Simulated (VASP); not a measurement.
# CoSi (P2_13) in VASP: further runs, part 2 of 2

VASP 6.6.1. Earlier steps stand in the parts before.

## Step 3: Relaxation of cell and atoms, PBE

This run uses another cell than the first one, of 10.93 Å³/atom, 1.005 times its volume.

Contents of INCAR:

```
PREC = Accurate ; ENCUT = 600
EDIFF = 1E-7 ; ISMEAR = -1
SIGMA = 0.02 ; LREAL = F
LASPH = T ; NELM = 100
ALGO = Normal ; ISIF = 3
LWAVE = F ; LCHARG = F
GGA = PE ; IBRION = 2
NSW = 80 ; EDIFFG = -0.005
```

Contents of KPOINTS:

```
regular mesh
0
Gamma
  6 6 6
```

Contents of POSCAR:

```
CoSi
1.0
    4.4380000000      0.0000000000      0.0000000000
    0.0000000000      4.4380000000      0.0000000000
    0.0000000000      0.0000000000      4.4380000000
Co Si
4 4
Direct
    0.1400000000      0.1400000000      0.1400000000
    0.3600000000      0.8600000000      0.6400000000
    0.6400000000      0.3600000000      0.8600000000
    0.8600000000      0.6400000000      0.3600000000
    0.8430000000      0.8430000000      0.8430000000
    0.6570000000      0.1570000000      0.3430000000
    0.3430000000      0.6570000000      0.1570000000
    0.1570000000      0.3430000000      0.6570000000
```

Potentials or basis: VASP PAW PBE potentials, release 64 (Co, Si).

Run with:

```bash
$ cat potpaw_PBE.64/Co/POTCAR potpaw_PBE.64/Si/POTCAR > POTCAR
$ mpirun -np 1 vasp_std > vasp.out
```

OUTCAR:

```text
PREC = Accurate
   ENCUT = 600
   EDIFF = 1E-7
   ISMEAR = -1
   LREAL = F
   LASPH = T
   NELM = 100
   ISIF = 3
   GGA = PE
   IBRION = 2
   NSW = 80
   EDIFFG = -0.005

 ion  position               nearest neighbor table
   1  0.140  0.140  0.140-   5 2.28   6 2.33   7 2.33   8 2.33   7 2.47   8 2.47   6 2.47   2 2.72
                             4 2.72   2 2.72   4 2.72   3 2.72   3 2.72
   2  0.360  0.860  0.640-   6 2.28   5 2.33   7 2.33   8 2.33   7 2.47   8 2.47   5 2.47   1 2.72
                             3 2.72   1 2.72   3 2.72   4 2.72   4 2.72
   3  0.640  0.360  0.860-   7 2.28   6 2.33   5 2.33   8 2.33   8 2.47   6 2.47   5 2.47   4 2.72
                             2 2.72   2 2.72   4 2.72   1 2.72   1 2.72
   4  0.860  0.640  0.360-   8 2.28   6 2.33   7 2.33   5 2.33   6 2.47   5 2.47   7 2.47   3 2.72
                             1 2.72   1 2.72   3 2.72   2 2.72   2 2.72
   5  0.843  0.843  0.843-   1 2.28   2 2.33   3 2.33   4 2.33   3 2.47   4 2.47   2 2.47   6 2.75
                             7 2.75   8 2.75   6 2.75   8 2.75   7 2.75
   6  0.657  0.157  0.343-   2 2.28   1 2.33   3 2.33   4 2.33   3 2.47   4 2.47   1 2.47   8 2.75
                             5 2.75   5 2.75   7 2.75   7 2.75   8 2.75
   7  0.343  0.657  0.157-   3 2.28   2 2.33   1 2.33   4 2.33   4 2.47   2 2.47   1 2.47   8 2.75
                             5 2.75   8 2.75   6 2.75   6 2.75   5 2.75
   8  0.157  0.343  0.657-   4 2.28   2 2.33   3 2.33   1 2.33   2 2.47   1 2.47   3 2.47   7 2.75
                             5 2.75   7 2.75   5 2.75   6 2.75   6 2.75

  LATTYP: Found a simple cubic cell.
 ALAT       =     4.4380000000

  Lattice vectors:

 A1 = (   4.4380000000,   0.0000000000,   0.0000000000)
 A2 = (   0.0000000000,   4.4380000000,   0.0000000000)
 A3 = (   0.0000000000,   0.0000000000,   4.4380000000)

Analysis of symmetry for initial positions (statically):
=====================================================================
 Subroutine PRICEL returns:
 Original cell was already a primitive cell.

 Routine SETGRP: Setting up the symmetry group for a
 simple cubic supercell.

 Subroutine GETGRP returns: Found 12 space group operations
 (whereof  3 operations were pure point group operations)
 out of a pool of 48 trial point group operations.

The static configuration has the point symmetry C_3 .
 The point group associated with its full space group is T   .

[... 138 lines left out ...]
   EFERMI =   0.00;   METHOD = LEGACY
   ISMEAR =    -1;   SIGMA  =   0.02  broadening in eV -4-tet -1-fermi 0-gaus
   EFERMI_NEDOS =   21; number of points for ismear=-14 and -15
   IALGO  =     38    algorithm
   IMIX   =      4    mixing-type and parameters
     AMIX     =   0.40;   BMIX     =  1.00
     AMIX_MAG =   1.60;   BMIX_MAG =  1.00
  volume/ion in A,a.u.               =      10.93        73.73
  Fermi-wavevector in a.u.,A,eV,Ry     =   1.376856  2.601881 25.793021  1.895734
  Thomas-Fermi vector in A             =   2.502063
   LORBIT       =      0    0 simple, 1 ext, 2 COOP (PROOUT), +10 PAW based schemes
   GGA     = PE    functional components
   LHFCALC =     F    Hartree Fock is set to
   AEXX    =    0.0000 exact exchange contribution
   IVDW    =     0    specifies the selected vdW correction
   LEPSILON=     F    determine dielectric tensor
   LRPA    =     F    only Hartree local field effects (RPA)
 conjugate gradient relaxation of ions
 non-spin polarized calculation
  energy-cutoff  :      600.00
  volume of cell :       87.41
 maximum number of plane-waves:      2968
   NGX = 17   NGY = 17   NGZ = 17

--------------------------------------- Ionic step        1  -------------------------------------------

 number of electron      51.9999992 magnetization

 Free energy of the ion-electron system (eV)
  ---------------------------------------------------
  ext. energy  EPLUGINS =         0.00000000
  ---------------------------------------------------
  free energy    TOTEN  =       -54.72596811 eV

  energy without entropy =      -54.72397225  energy(sigma->0) =      -54.72497018

------------------------ aborting loop because EDIFF is reached ----------------------------------------

  FORCE on cell =-STRESS in cart. coord.  units (eV):
  Direction    XX          YY          ZZ          XY          YZ          ZX
  --------------------------------------------------------------------------------------
  -------------------------------------------------------------------------------------
  Total       -0.2290486     -0.2290486     -0.2290486      0.0000000      0.0000000      0.0000000
  in kB       -4.1983281     -4.1983281     -4.1983281      0.0000000      0.0000000      0.0000000
  external PRESSURE =      -4.1983281 kB  Pullay stress =       0.0000000 kB
[... 239 lines left out ...]
--------------------------------------- Ionic step        7  -------------------------------------------

 number of electron      52.0000003 magnetization

 Free energy of the ion-electron system (eV)
  ---------------------------------------------------
  ext. energy  EPLUGINS =         0.00000000
  ---------------------------------------------------
  free energy    TOTEN  =       -54.74828035 eV

  energy without entropy =      -54.74642122  energy(sigma->0) =      -54.74735079

 E-fermi :  12.1214     XC(G=0): -12.8718

 val. band max:       12.1139268670   @ k =   0.0000   0.0000   0.0000
 cond. band min:      12.2024772467   @ k =   0.5000   0.5000   0.3333
 fundamental gap:      0.0885503798
 Fermi energy:        12.1214382828

 k-point     1 :       0.0000    0.0000    0.0000
  band No.  band energies     occupation
      1      -1.5576      2.00000
      2       3.9398      2.00000
      3       3.9398      2.00000
      4       3.9398      2.00000
      5       6.6404      2.00000
      6       6.6404      2.00000
[... 840 lines left out ...]
  FREE ENERGIE OF THE ION-ELECTRON SYSTEM (eV)
  ---------------------------------------------------
  free  energy   TOTEN  =       -54.7482803549 eV

  energy  without entropy=      -54.7464212201  energy(sigma->0) =      -54.74735079

 reached required accuracy - stopping structural energy minimisation
```

Wall time 4.5 min (1 thread of Intel Xeon Platinum 8375C at 2.90GHz (Ice Lake), shared host); peak memory 0.22 GiB.

Results:

| Quantity | Value |
| --- | --- |
| Free energy | -54.7483 eV |
| Relaxed volume | 10.86 Å³/atom |
| Relaxed cell | a = 4.429 Å, b = 4.429 Å, c = 4.429 Å, α = 90.00°, β = 90.00°, γ = 90.00° |
| Space group after relaxing (to 0.05 Å) | P2_13 (No. 198) |
| Energy gained by relaxing | 2.8 meV/atom |
| Ionic steps | 7 |
| Pressure after relaxing | 0.0 GPa |
| Band gap on the k mesh | zero (band 26 reaches 12.11 eV, above the bottom of band 27 at 11.90 eV) |

Step by step:
```
step  energy change (eV)  largest force (eV/Å)  pressure (GPa)  volume (Å³)
   1              0.0000                0.2714           -0.42        87.41
   2             -0.0124                0.1878            0.20        87.05
   3             -0.0192                0.0772            1.16        86.54
   4             -0.0181                0.0609           -1.67        87.54
   5             -0.0218                0.0522           -0.15        87.00
   6             -0.0223                0.0117           -0.01        86.92
   7             -0.0223                0.0018            0.02        86.90
```

Final structure:
```yaml
crystal:
  lattice:
    - [4.42941, 0.00000, 0.00000]
    - [0.00000, 4.42941, 0.00000]
    - [0.00000, 0.00000, 4.42941]
  atoms:
    - { symbol: Co, position: [0.14512, 0.14512, 0.14512] }
    - { symbol: Co, position: [0.35488, 0.85488, 0.64512] }
    - { symbol: Co, position: [0.64512, 0.35488, 0.85488] }
    - { symbol: Co, position: [0.85488, 0.64512, 0.35488] }
    - { symbol: Si, position: [0.84322, 0.84322, 0.84322] }
    - { symbol: Si, position: [0.65678, 0.15678, 0.34322] }
    - { symbol: Si, position: [0.34322, 0.65678, 0.15678] }
    - { symbol: Si, position: [0.15678, 0.34322, 0.65678] }
```

Levels at points of the mesh, in eV from the Fermi level:
```csv
k point,band 22,band 23,band 24,band 25,band 26,band 27,band 28,band 29,band 30,band 31
"(0.00, 0.00, 0.00)",-0.91,-0.78,-0.78,-0.01,-0.01,-0.01,2.50,2.50,2.50,2.91
"(0.50, 0.00, 0.00)",-1.04,-0.65,-0.65,-0.48,-0.48,1.00,1.00,1.49,1.49,4.28
"(0.50, 0.50, 0.00)",-1.48,-1.00,-1.00,-0.04,-0.04,0.58,0.58,2.01,2.01,2.51
"(0.50, 0.50, 0.50)",-1.22,-1.22,-1.22,-0.22,-0.22,-0.22,-0.22,5.41,5.41,5.41
```

Spin polarisation is off, so any magnetic state and its effect on volume and gap are missing.

## Step 4: Single point, PBEsol

This run uses another cell than the first one, of 10.55 Å³/atom, 0.970 times its volume.

Contents of INCAR:

```
SYSTEM = CoSi
ALGO = Normal
EDIFF = 1E-6
ENCUT = 520
GGA = PS
ISIF = 2
ISMEAR = -1
LASPH = .True.
LCHARG = .False.
LREAL = .False.
LWAVE = .False.
NBANDS = 36
NELM = 100
PREC = Accurate
SIGMA = 0.02
```

Contents of KPOINTS:

```
k-points
0
Gamma
  6 6 6
  0 0 0
```

Contents of POSCAR:

```
CoSi
1.0
    4.3858188700      0.0000000000      0.0000000000
    0.0000000000      4.3858188700      0.0000000000
    0.0000000000      0.0000000000      4.3858188700
Co Si
4 4
Direct
    0.1455429978      0.1455429978      0.1455429978
    0.3544570022      0.8544570022      0.6455429978
    0.6455429978      0.3544570022      0.8544570022
    0.8544570022      0.6455429978      0.3544570022
    0.8432901981      0.8432901981      0.8432901981
    0.6567098019      0.1567098019      0.3432901981
    0.3432901981      0.6567098019      0.1567098019
    0.1567098019      0.3432901981      0.6567098019
```

Run with:

```bash
$ cat potpaw_PBE.64/Co/POTCAR potpaw_PBE.64/Si/POTCAR > POTCAR
$ mpirun -np 1 vasp_std > vasp.out
```

Run time: 63 s. Hardware: 1 thread of Intel Xeon Platinum 8375C at 2.90GHz (Ice Lake), shared host; peak memory 0.2 GiB.

The run converged. Its results:

- Free energy: -59.8245 eV
- Pressure: 0.2 GPa
- Largest force: 0.016 eV/Å
- Band gap on the k mesh: zero (band 26 reaches 12.47 eV, above the bottom of band 27 at 12.24 eV)

Forces on the atoms (eV/Å):
```
Co   0.009  0.009  0.009
Co  -0.009 -0.009  0.009
Co   0.009 -0.009 -0.009
Co  -0.009  0.009 -0.009
Si   0.003  0.003  0.003
Si  -0.003 -0.003  0.003
Si   0.003 -0.003 -0.003
Si  -0.003  0.003 -0.003
```

Levels at points of the mesh, in eV from the Fermi level:
```
           k point  band 24  band 25  band 26  band 27  band 28  band 29
(0.00, 0.00, 0.00)    -0.81     0.00     0.00     0.00     2.66     2.66
(0.50, 0.00, 0.00)    -0.67    -0.51    -0.51     1.05     1.05     1.60
(0.50, 0.50, 0.00)    -1.04    -0.04    -0.04     0.63     0.63     2.13
(0.50, 0.50, 0.50)    -1.28    -0.23    -0.23    -0.23    -0.23     5.63
```

Caveat: the PAW data sets were made with another functional, which shifts forces and pressure a little. Spin polarisation is off, so any magnetic state and its effect on volume and gap are missing.

## Step 5: Overview

| task | level | cell | cutoff (eV) | gap on the mesh (eV) | pressure (GPa) |
| --- | --- | --- | --- | --- | --- |
| single point | PBE | a = 4.431 Å, 8 atoms | 520 | none | -0.1 |
| relaxation of cell and atoms | PBE | relaxed from a = 4.438 Å, 8 atoms | 600 | none | 0.0 |
| single point | PBEsol | a = 4.386 Å, 8 atoms | 520 | none | 0.2 |

Alike in all rows: potentials or basis VASP PAW PBE potentials, release 64 (Co, Si); no spin polarisation; k mesh 6 × 6 × 6; smearing fermi-dirac 0.02 eV.

Caveats: the PAW data sets were made with another functional, which shifts forces and pressure a little (some runs).

Total energies depend on the potentials used, so only differences within one code and one set of settings carry meaning.
